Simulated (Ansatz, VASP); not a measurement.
# Tl in VASP and in Ansatz

The input INCAR:

```
  ALGO = Normal
  EDIFF = 1E-8
  ENCUT = 520
  GGA = PE
  ISIF = 2
  ISMEAR = -1
  LASPH = True
  LCHARG = False
  LEFG = True
  LREAL = False
  LWAVE = False
  NBANDS = 12
  NELM = 100
  PREC = Accurate
  SIGMA = 0.05
```

KPOINTS

```
k-points
0
Gamma
  16 16 16
```

File POSCAR:

```
Tl
1.0
    0.0000000000      2.1814224856      2.1325250000
    2.1814224856      0.0000000000      2.1325250000
    2.1814224856      2.1814224856      0.0000000000
Tl
1
Direct
    0.0000000000      0.0000000000      0.0000000000
```

Input for Ansatz:

```yaml
crystal:
  lattice:
    - [0.0, 2.1814224856, 2.132525]
    - [2.1814224856, 0.0, 2.132525]
    - [2.1814224856, 2.1814224856, 0.0]
  atoms:
    - { symbol: Tl, position: [0.0, 0.0, 0.0] }
kpoints:
  mp_grid: { grid: [16, 16, 16] }
scf:
  occupations: { method: fermi_dirac, width: 0.05 }
hamiltonian:
  xc: pbe
  pseudopotentials: { kind: all_electron, datasets: crystal }
output:
  forces: true
  stress: true
  eigenvalues: true
  efg: { contact_densities: true }
```

Change from the starting cell: z stretched by -1.5 % at fixed volume, crystal datasets.

Alike in both runs: task electric field gradients; functional PBE; k mesh 16 × 16 × 16; occupations fermi-dirac, width 0.05 eV; no spin polarisation.

|  | VASP | Ansatz |
| --- | --- | --- |
| version | VASP 6.6.1 | Ansatz 0.2.0 |
| potentials or method | VASP PAW PBE potentials, release 64 (Tl_d), cutoff 520 eV | all-electron PAW with datasets made for the crystal, scalar-relativistic |

|  | VASP | Ansatz | Ansatz less VASP |
| --- | --- | --- | --- |
| size of Vzz on the site where it differs most (V/Å²) | 22.5 | 22.0 | -0.49 |

Ansatz ran all-electron here, and VASP with PAW potentials.

Neither program's run includes spin-orbit coupling.
